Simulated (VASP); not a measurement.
# InP (F-43m) in VASP: further runs

InP is run at these levels: r2SCAN+D4; tasks: relaxation of cell and atoms.

Program: VASP 6.6.1. These are calculated values, not measurements. Logs are shortened: lines on timing, memory, paths and dates and some standing lists are left out, and cuts for length are marked.

### 1 The cell of the first run

It takes space group F-43m (No. 216, cubic). Conventional cell: a = 5.861 Å, b = 5.861 Å, c = 5.861 Å, α = 90.00°, β = 90.00°, γ = 90.00°. Within 3.3 Å of In (site symmetry -43m) lie 4 P at 2.54 Å. Within 3.3 Å of P (site symmetry -43m) lie 4 In at 2.54 Å.

### 2 Relaxation of cell and atoms, r2SCAN+D4, target pressure 4 GPa, at which the enthalpy is minimised

The input, POSCAR:

```
InP
1.0
    4.1443530000      0.0000000000      0.0000000000
    2.0721765000      3.5891149803      0.0000000000
    2.0721765000      1.1963716601      3.3838500547
In P
1 1
Direct
    0.0000000000      0.0000000000      0.0000000000
    0.2500000000      0.2500000000      0.2500000000
```

The input, INCAR.step1:

```
  PREC = Accurate
  ENCUT = 600
  ISMEAR = -1
  SIGMA = 0.15
  LREAL = F
  LASPH = T
  NELM = 80
  GGA = PE
  ALGO = Normal
  EDIFF = 1E-4
  LWAVE = T
  LCHARG = F
```

The input, INCAR.step2:

```
  PREC = Accurate
  ENCUT = 600
  EDIFF = 1E-6
  ISMEAR = -1
  SIGMA = 0.15
  LREAL = F
  LASPH = T
  NELM = 80
  ALGO = Normal
  ISIF = 3
  LWAVE = F
  LCHARG = F
  METAGGA = R2SCAN
  LMIXTAU = T
  IVDW = 13
  VDW_S6 = 1.0
  VDW_S8 = 0.6018749
  VDW_A1 = 0.51559235
  VDW_A2 = 5.77342911
  IBRION = 2
  NSW = 80
  EDIFFG = -0.001
  PSTRESS = 40.0
  ISTART = 1
```

The input, KPOINTS:

```
regular mesh
0
Gamma
  6 6 6
```

Potentials or basis: VASP PAW PBE potentials, release 64 (In_d, P).

Command:

```sh
$ cat potpaw_PBE.64/In_d/POTCAR potpaw_PBE.64/P/POTCAR > POTCAR
$ cp INCAR.step1 INCAR
$ mpirun -np 1 vasp_std > vasp.out
$ cp INCAR.step2 INCAR
$ mpirun -np 1 vasp_std > vasp.out
```

OUTCAR:

```text
PREC = Accurate
   ENCUT = 600
   EDIFF = 1E-6
   ISMEAR = -1
   LREAL = F
   LASPH = T
   NELM = 80
   ISIF = 3
   METAGGA = R2SCAN
   IVDW = 13
   IBRION = 2
   NSW = 80
   EDIFFG = -0.001
   PSTRESS = 40.0
   ISTART = 1

 ion  position               nearest neighbor table
   1  0.000  0.000  0.000-   2 2.54   2 2.54   2 2.54   2 2.54
   2  0.250  0.250  0.250-   1 2.54   1 2.54   1 2.54   1 2.54

  LATTYP: Found a face centered cubic cell.
 ALAT       =     5.8610002199

  Lattice vectors:

 A1 = (   4.1443530000,   0.0000000000,   0.0000000000)
 A2 = (   2.0721765000,   3.5891149803,   0.0000000000)
 A3 = (   2.0721765000,   1.1963716601,   3.3838500547)

Analysis of symmetry for initial positions (statically):
=====================================================================
 Subroutine PRICEL returns:
 Original cell was already a primitive cell.

 Routine SETGRP: Setting up the symmetry group for a
 face centered cubic supercell.

 Subroutine GETGRP returns: Found 24 space group operations
 (whereof 24 operations were pure point group operations)
 out of a pool of 48 trial point group operations.

The static configuration has the point symmetry T_d .

Analysis of symmetry for dynamics (positions and initial velocities):
=====================================================================
 Subroutine PRICEL returns:
 Original cell was already a primitive cell.

 Routine SETGRP: Setting up the symmetry group for a
 face centered cubic supercell.

 Subroutine GETGRP returns: Found 24 space group operations
 (whereof 24 operations were pure point group operations)
 out of a pool of 48 trial point group operations.

The dynamic configuration has the point symmetry T_d .

 Subroutine INISYM returns: Found 24 space group operations
 (whereof 24 operations are pure point group operations),
 and found     1 'primitive' translations

----------------------------------------------------------------------------------------

                                     Primitive cell

  volume of cell :      50.3333

  direct lattice vectors                    reciprocal lattice vectors
     4.144353000  0.000000000  0.000000000     0.241292187 -0.139310109 -0.098507123
     2.072176500  3.589114980  0.000000000     0.000000000  0.278620218 -0.098507123
     2.072176500  1.196371660  3.383850055     0.000000000  0.000000000  0.295521369

  length of vectors
     4.144353000  4.144353000  4.144353000     0.295521369  0.295521369  0.295521369

  position of ions in fractional coordinates (direct lattice)
     0.000000000  0.000000000  0.000000000
     0.250000000  0.250000000  0.250000000

  ion indices of the primitive-cell ions
   primitive index   ion index
[... 68 lines left out ...]
   NSW    =     80    number of steps for IOM
   IBRION =      2    ionic relax: 0-MD 1-quasi-New 2-CG
   NFREE  =      1    steps in history (QN), initial steepest desc. (CG)
   ISIF   =      3    stress and relaxation
   ISYM   =      2    0-nonsym 1-usesym 2-fastsym
   POTIM  = 0.5000    time-step for ionic-motion
   TEBEG  =    0.0;   TEEND  =   0.0 temperature during run
   PSTRESS=   40.0 pullay stress
   NELECT =      18.0000    total number of electrons
   NUPDOWN=      -1.0000    fix difference up-down
   EMIN   =  10.00;   EMAX   =-10.00  energy-range for DOS
   EFERMI =   0.00;   METHOD = LEGACY
   ISMEAR =    -1;   SIGMA  =   0.15  broadening in eV -4-tet -1-fermi 0-gaus
   EFERMI_NEDOS =   21; number of points for ismear=-14 and -15
   IALGO  =     38    algorithm
   IMIX   =      4    mixing-type and parameters
     AMIX     =   0.40;   BMIX     =  1.00
     AMIX_MAG =   1.60;   BMIX_MAG =  1.00
  volume/ion in A,a.u.               =      25.17       169.83
  Fermi-wavevector in a.u.,A,eV,Ry     =   1.162021  2.195901 18.371845  1.350292
  Thomas-Fermi vector in A             =   2.298587
   LORBIT       =      0    0 simple, 1 ext, 2 COOP (PROOUT), +10 PAW based schemes
   METAGGA = R2SCAN    functional components
   LHFCALC =     F    Hartree Fock is set to
   AEXX    =    0.0000 exact exchange contribution
   IVDW    =    13    specifies the selected vdW correction
   LEPSILON=     F    determine dielectric tensor
   LRPA    =     F    only Hartree local field effects (RPA)
 conjugate gradient relaxation of ions
 non-spin polarized calculation
  energy-cutoff  :      600.00
  volume of cell :       50.33
 maximum number of plane-waves:      1694
 NGX is ok and might be reduce to    36
   NGX = 17   NGY = 17   NGZ = 17

--------------------------------------- Ionic step        1  -------------------------------------------

 number of electron      17.9999998 magnetization

 Free energy of the ion-electron system (eV)
  ---------------------------------------------------
  ext. energy  EPLUGINS =         0.00000000
  ---------------------------------------------------
  free energy    TOTEN  =       -32.28388923 eV

  energy without entropy =      -32.28309809  energy(sigma->0) =      -32.28349366

 E-fermi :   5.7276     XC(G=0):  -9.8800

 val. band max:        5.0167343820   @ k =   0.0000   0.0000   0.0000
 cond. band min:       6.1850006053   @ k =   0.0000   0.0000   0.0000
 fundamental gap:      1.1682662232
 Fermi energy:         5.7275873591

 k-point     1 :       0.0000    0.0000    0.0000
  band No.  band energies     occupation
      1      -9.6443      2.00000
      2      -9.6443      2.00000
      3      -9.6443      2.00000
      4      -9.4651      2.00000
      5      -9.4651      2.00000
      6      -6.9837      2.00000
      7       5.0167      1.98266
      8       5.0167      1.98266
      9       5.0167      1.98266
     10       6.1850      0.09048
     11       9.4550      0.00000
     12       9.4550      0.00000
     13       9.4550      0.00000
[... 359 lines left out ...]
  energy  without entropy=      -32.4936885674  energy(sigma->0) =      -32.49392162

  enthalpy is  TOTEN    =       -31.2844145979 eV   P V=        1.2097400732

[... ionic steps 4 to 17 ...]

--------------------------------------- Ionic step       18  -------------------------------------------

 number of electron      18.0000003 magnetization

------------------------ aborting loop because EDIFF is reached ----------------------------------------
[... 79 lines left out ...]
--------------------------------------- Ionic step       20  -------------------------------------------

 number of electron      18.0000003 magnetization

 Free energy of the ion-electron system (eV)
  ---------------------------------------------------
  ext. energy  EPLUGINS =         0.00000000
  ---------------------------------------------------
  free energy    TOTEN  =       -32.24720147 eV

  energy without entropy =      -32.24673603  energy(sigma->0) =      -32.24696875

 E-fermi :   6.2496     XC(G=0): -10.0604

 val. band max:        5.4465943139   @ k =   0.0000   0.0000   0.0000
 cond. band min:       6.8364712626   @ k =   0.0000   0.0000   0.0000
 fundamental gap:      1.3898769487
 Fermi energy:         6.2495720509

 k-point     1 :       0.0000    0.0000    0.0000
  band No.  band energies     occupation
      1      -9.2950      2.00000
      2      -9.2950      2.00000
      3      -9.2950      2.00000
      4      -9.0937      2.00000
      5      -9.0937      2.00000
      6      -6.8314      2.00000
      7       5.4466      1.99058
      8       5.4466      1.99058
      9       5.4466      1.99058
     10       6.8365      0.03919
     11       9.8808      0.00000
     12       9.8808      0.00000
     13       9.8809      0.00000
[... 275 lines left out ...]
  energy  without entropy=      -32.4936304204  energy(sigma->0) =      -32.49386314

  enthalpy is  TOTEN    =       -31.2844162756 eV   P V=        1.2096795816

 reached required accuracy - stopping structural energy minimisation
```

OSZICAR.step1:

```text
N       E                     dE             d eps       ncg     rms          rms(c)
DAV:   1     0.116039458201E+03    0.11604E+03   -0.93463E+03   416   0.173E+03
DAV:   2    -0.480804974578E+00   -0.11652E+03   -0.11344E+03   431   0.344E+02
DAV:   3    -0.857134142123E+01   -0.80905E+01   -0.80409E+01   554   0.925E+01
DAV:   4    -0.879096059801E+01   -0.21962E+00   -0.21950E+00   514   0.167E+01
DAV:   5    -0.879733707895E+01   -0.63765E-02   -0.63762E-02   598   0.240E+00    0.568E+00
DAV:   6    -0.839863331293E+01    0.39870E+00   -0.76033E-01   636   0.160E+01    0.350E+00
DAV:   7    -0.836970389744E+01    0.28929E-01   -0.20291E-01   555   0.400E+00    0.125E+00
DAV:   8    -0.836993257718E+01   -0.22868E-03   -0.17185E-02   535   0.193E+00    0.384E-01
DAV:   9    -0.837067247040E+01   -0.73989E-03   -0.21221E-03   519   0.678E-01    0.196E-01
DAV:  10    -0.837072681375E+01   -0.54343E-04   -0.18184E-04   427   0.142E-01
   1 F= -.83707268E+01 E0= -.83694974E+01  d E =-.245890E-02
```

Wall time 3.2 min (1 thread of Intel Xeon 6975P-C (Granite Rapids), shared host); peak memory 0.24 GiB.

What came out:

| Property | Result |
| --- | --- |
| Free energy | -32.4941 eV |
| Relaxed volume | 24.23 Å³/atom |
| Relaxed cell | a = 4.092 Å, b = 4.092 Å, c = 4.092 Å, α = 60.00°, β = 60.00°, γ = 60.00° |
| Space group after relaxing (to 0.05 Å) | F-43m (No. 216) |
| Energy change on relaxing (the enthalpy is what falls) | +14.1 meV/atom |
| Ionic steps | 20 |
| Pressure after relaxing | 4.0 GPa |
| Band gap on the k mesh | 1.39 eV, direct |
| Dispersion energy per atom | -0.123 eV |

The path:
| step | energy change (eV) | largest force (eV/Å) | pressure (GPa) | volume (Å³) |
| --- | --- | --- | --- | --- |
| 1 | 0.0000 | 0.0000 | 0.93 | 50.33 |
| 2 | 0.0814 | 0.0000 | 7.08 | 46.90 |
| 3 | 0.0281 | 0.0000 | 4.04 | 48.46 |
| 4 | 0.0272 | 0.0000 | 3.94 | 48.49 |
| 5 | 0.0272 | 0.0000 | 3.94 | 48.49 |
| 6 | 0.0273 | 0.0000 | 3.92 | 48.49 |
| 7 | 0.0273 | 0.0000 | 3.94 | 48.49 |
| 8 | 0.0273 | 0.0000 | 3.94 | 48.49 |
| 9 | 0.0273 | 0.0000 | 3.94 | 48.49 |
| 10 | 0.0273 | 0.0000 | 3.94 | 48.49 |
| 11 | 0.0274 | 0.0000 | 3.94 | 48.49 |
| 12 | 0.0274 | 0.0000 | 3.94 | 48.48 |
| 13 | 0.0275 | 0.0000 | 3.93 | 48.48 |
| 14 | 0.0276 | 0.0000 | 3.97 | 48.48 |
| 15 | 0.0279 | 0.0000 | 3.99 | 48.46 |
| 16 | 0.0280 | 0.0000 | 3.99 | 48.46 |
| 17 | 0.0282 | 0.0000 | 4.01 | 48.45 |
| 18 | 0.0281 | 0.0000 | 3.99 | 48.46 |
| 19 | 0.0281 | 0.0000 | 3.98 | 48.45 |
| 20 | 0.0282 | 0.0000 | 3.99 | 48.45 |

Final structure:
```
CELL_PARAMETERS angstrom
4.09209 0.00000 0.00000
2.04605 3.54386 0.00000
2.04605 1.18128 3.34118
ATOMIC_POSITIONS crystal
In 0.00000 0.00000 0.00000
P 0.25000 0.25000 0.25000
```

Caveat: the cell is relaxed towards a set pressure, so the enthalpy falls and the energy may rise; the PAW data sets were made with another functional, which shifts forces and pressure a little; spin-orbit coupling is left out, which moves the levels of the heavy elements. r2SCAN opens gaps a little over a GGA but as a rule still falls short of measured ones.

### 3 Relaxation of cell and atoms, r2SCAN+D4, target pressure 6 GPa, at which the enthalpy is minimised

POSCAR is that of step 2.

The input, INCAR.step1:

```
  PREC = Accurate
  ENCUT = 600
  ISMEAR = -1
  SIGMA = 0.15
  LREAL = False
  LASPH = True
  NELM = 60
  GGA = PE
  ALGO = Normal
  EDIFF = 1E-4
  LWAVE = True
  LCHARG = False
```

The input, INCAR.step2:

```
  PREC = Accurate
  ENCUT = 600
  EDIFF = 1E-6
  ISMEAR = -1
  SIGMA = 0.15
  LREAL = False
  LASPH = True
  NELM = 60
  ALGO = Normal
  ISIF = 3
  LWAVE = False
  LCHARG = False
  METAGGA = R2SCAN
  LMIXTAU = True
  IVDW = 13
  VDW_S6 = 1.0
  VDW_S8 = 0.6018749
  VDW_A1 = 0.51559235
  VDW_A2 = 5.77342911
  IBRION = 2
  NSW = 80
  EDIFFG = -0.001
  PSTRESS = 60.0
  ISTART = 1
```

KPOINTS is that of step 2.

Potentials or basis: VASP PAW PBE potentials, release 64 (In_d, P).

Command:

```sh
$ cat potpaw_PBE.64/In_d/POTCAR potpaw_PBE.64/P/POTCAR > POTCAR
$ cp INCAR.step1 INCAR
$ mpirun -np 1 vasp_std > vasp.out
$ cp INCAR.step2 INCAR
$ mpirun -np 1 vasp_std > vasp.out
```

Run time: 1.8 min. Hardware: 1 thread of Intel Xeon 6975P-C (Granite Rapids), shared host; peak memory 0.22 GiB.

Results (log left out):

- Free energy: -32.4632 eV
- Relaxed volume: 23.73 Å³/atom
- Relaxed cell: a = 4.064 Å, b = 4.064 Å, c = 4.064 Å, α = 60.00°, β = 60.00°, γ = 60.00°
- Space group after relaxing (to 0.05 Å): F-43m (No. 216)
- Energy change on relaxing (the enthalpy is what falls): +29.6 meV/atom
- Ionic steps: 5
- Pressure after relaxing: 6.0 GPa
- Band gap on the k mesh: 1.51 eV, direct
- Dispersion energy per atom: -0.126 eV

The path:
```
step  energy change (eV)  largest force (eV/Å)  pressure (GPa)  volume (Å³)
   1              0.0000                0.0000            0.93        50.33
   2              0.2097                0.0000           12.26        44.75
   3              0.0596                0.0000            5.94        47.44
   4              0.0618                0.0000            6.08        47.38
   5              0.0591                0.0000            6.00        47.45
```

Final structure:
```
CELL_PARAMETERS angstrom
4.06367 0.00000 0.00000
2.03183 3.51924 0.00000
2.03183 1.17308 3.31797
ATOMIC_POSITIONS crystal
In 0.00000 0.00000 0.00000
P 0.25000 0.25000 0.25000
```

Levels at points of the mesh, in eV from the valence-band top:
```tsv
k point	band 5	band 6	band 7	band 8	band 9	band 10	band 11	band 12	band 13
(0.00, 0.00, 0.00)	-14.58	-12.44	0.00	0.00	0.00	1.51	4.43	4.43	4.43
(0.50, 0.00, 0.00)	-14.56	-10.41	-6.23	-1.10	-1.10	2.02	5.15	5.15	7.66
(0.50, 0.50, 0.00)	-14.53	-9.67	-6.16	-2.63	-2.63	1.90	2.53	10.31	10.73
```

Caveat: the cell is relaxed towards a set pressure, so the enthalpy falls and the energy may rise; the PAW data sets were made with another functional, which shifts forces and pressure a little; spin-orbit coupling is left out, which moves the levels of the heavy elements. r2SCAN opens gaps a little over a GGA but as a rule still falls short of measured ones.

### 4 Relaxation of cell and atoms, r2SCAN+D4, target pressure 8 GPa, at which the enthalpy is minimised

POSCAR is that of step 3.

The input, INCAR.step1:

```
PREC = Accurate ; ENCUT = 600
ISMEAR = -1 ; SIGMA = 0.15
LREAL = False ; LASPH = True
NELM = 60 ; GGA = PE
ALGO = Normal ; EDIFF = 1E-4
LWAVE = True ; LCHARG = False
```

The input, INCAR.step2:

```
PREC = Accurate ; ENCUT = 600
EDIFF = 1E-6 ; ISMEAR = -1
SIGMA = 0.15 ; LREAL = False
LASPH = True ; NELM = 60
ALGO = Normal ; ISIF = 3
LWAVE = False ; LCHARG = False
METAGGA = R2SCAN ; LMIXTAU = True
IVDW = 13 ; VDW_S6 = 1.0
VDW_S8 = 0.6018749 ; VDW_A1 = 0.51559235
VDW_A2 = 5.77342911 ; IBRION = 2
NSW = 80 ; EDIFFG = -0.001
PSTRESS = 80.0 ; ISTART = 1
```

KPOINTS is that of step 3.

Command:

```sh
$ cat potpaw_PBE.64/In_d/POTCAR potpaw_PBE.64/P/POTCAR > POTCAR
$ cp INCAR.step1 INCAR
$ mpirun -np 1 vasp_std > vasp.out
$ cp INCAR.step2 INCAR
$ mpirun -np 1 vasp_std > vasp.out
```

Wall time 3.2 min (1 thread of Intel Xeon 6975P-C (Granite Rapids), shared host); peak memory 0.23 GiB.

It converged, with:

```
Free energy                                            : -32.4210 eV
Relaxed volume                                         : 23.24 Å³/atom
Relaxed cell                                           : a = 4.036 Å, b = 4.036 Å, c = 4.036 Å, α = 60.00°, β = 60.00°, γ = 60.00°
Space group after relaxing (to 0.05 Å)                 : F-43m (No. 216)
Energy change on relaxing (the enthalpy is what falls) : +50.6 meV/atom
Ionic steps                                            : 17
Pressure after relaxing                                : 8.0 GPa
Band gap on the k mesh                                 : 1.63 eV, direct
Dispersion energy per atom                             : -0.128 eV
```

Step by step:
| step | energy change (eV) | largest force (eV/Å) | pressure (GPa) | volume (Å³) |
| --- | --- | --- | --- | --- |
| 1 | 0.0000 | 0.0000 | 0.93 | 50.33 |
| 2 | 0.4087 | 0.0000 | 18.59 | 42.67 |
| 3 | 0.0984 | 0.0000 | 7.85 | 46.54 |
| 4 | 0.1021 | 0.0000 | 8.05 | 46.46 |
| 5 | 0.0998 | 0.0000 | 7.98 | 46.51 |
| 6 | 0.1004 | 0.0000 | 7.95 | 46.49 |
| 7 | 0.1012 | 0.0000 | 7.99 | 46.48 |
| 8 | 0.1014 | 0.0000 | 7.98 | 46.48 |
| 9 | 0.1017 | 0.0000 | 8.03 | 46.47 |
| 10 | 0.1015 | 0.0000 | 8.04 | 46.47 |
| 11 | 0.1014 | 0.0000 | 8.02 | 46.47 |
| 12 | 0.1014 | 0.0000 | 8.01 | 46.48 |
| 13 | 0.1013 | 0.0000 | 8.02 | 46.48 |
| 14 | 0.1010 | 0.0000 | 7.99 | 46.48 |
| 15 | 0.1011 | 0.0000 | 7.98 | 46.48 |
| 16 | 0.1012 | 0.0000 | 7.99 | 46.48 |
| 17 | 0.1013 | 0.0000 | 8.00 | 46.48 |

Final structure:
```xyz
2
Lattice="4.0357 0.0000 0.0000 2.0179 3.4950 0.0000 2.0179 1.1650 3.2951" Properties=species:S:1:pos:R:3 pbc="T T T"
In    0.0000    0.0000    0.0000
P     2.0179    1.1650    0.8238
```

Levels at points of the mesh, in eV from the valence-band top:
```
           k point  band 6  band 7  band 8  band 9  band 10  band 11  band 12  band 13
(0.00, 0.00, 0.00)  -12.60    0.00    0.00    0.00     1.63     4.42     4.42     4.42
(0.50, 0.00, 0.00)  -10.50   -6.36   -1.14   -1.14     2.07     5.15     5.15     7.70
(0.50, 0.50, 0.00)   -9.72   -6.26   -2.71   -2.71     1.86     2.53    10.46    10.87
```

Caveat: the cell is relaxed towards a set pressure, so the enthalpy falls and the energy may rise; the PAW data sets were made with another functional, which shifts forces and pressure a little; spin-orbit coupling is left out, which moves the levels of the heavy elements.

### 5 Summary

```csv
cell,gap on the mesh (eV),pressure (GPa)
relaxed to 4 GPa,1.39,4.0
relaxed to 6 GPa,1.51,6.0
relaxed to 8 GPa,1.63,8.0
```

Alike in all rows: task relaxation of cell and atoms; level r2SCAN+D4; potentials or basis VASP PAW PBE potentials, release 64 (In_d, P); no spin polarisation; k mesh 6 × 6 × 6; cutoff (eV) 600; smearing fermi-dirac 0.15 eV.

Caveats: the cell is relaxed towards a set pressure, so the enthalpy falls and the energy may rise; the PAW data sets were made with another functional, which shifts forces and pressure a little; spin-orbit coupling is left out, which moves the levels of the heavy elements.

Total energies depend on the potentials used, so only differences within one code and one set of settings carry meaning.
